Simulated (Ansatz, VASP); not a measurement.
One calculation of Al2O3, two programs

```
Al O
1.0
     2.88432    0.00000    0.00000
    -1.44216    2.49790    0.00000
     0.00000    0.00000    8.96328
Al O
2 3
Direct
  0.00000 0.00000 0.14999
  0.00000 0.00000 0.85001
  0.33333 0.66667 0.22232
  0.66667 0.33333 0.00000
  0.33333 0.66667 0.77768
```

Change from the starting cell: strain +0.000 along x and y, -0.040 along z, atoms carried along.

Alike in both runs: task single point; functional LDA; k mesh 9 × 9 × 4; occupations gaussian, width 0.05 eV; no spin polarisation.

|  | VASP | Ansatz |
| --- | --- | --- |
| version | VASP 6.6.1 | Ansatz 0.2.0 |
| potentials or method | VASP PAW LDA potentials, release 64 (Al, O), cutoff 520 eV | scalar-relativistic, plane waves, PAW |
| valence electrons in the cell | 24 | 24 |

|  | VASP | Ansatz | Ansatz less VASP |
| --- | --- | --- | --- |
| gap on the k mesh at the Fermi level (eV) | 4.67 | 4.70 | +0.021 |
| least direct gap on the mesh (eV) | 4.95 | 4.97 | +0.017 |
| pressure (GPa) | -2.6 | -3.3 | -0.67 |
| traceless stress, the component that is largest in VASP (GPa) | 6.14 | 6.70 | +0.557 |
| rms of the force components (eV/Å) | 0.187 | 0.189 | +0.0017 |

LDA's correlation is that of Perdew and Zunger in VASP and of Perdew and Wang (1992) in Ansatz. Atom by atom the forces differ by 0.011 eV/Å (rms over components).
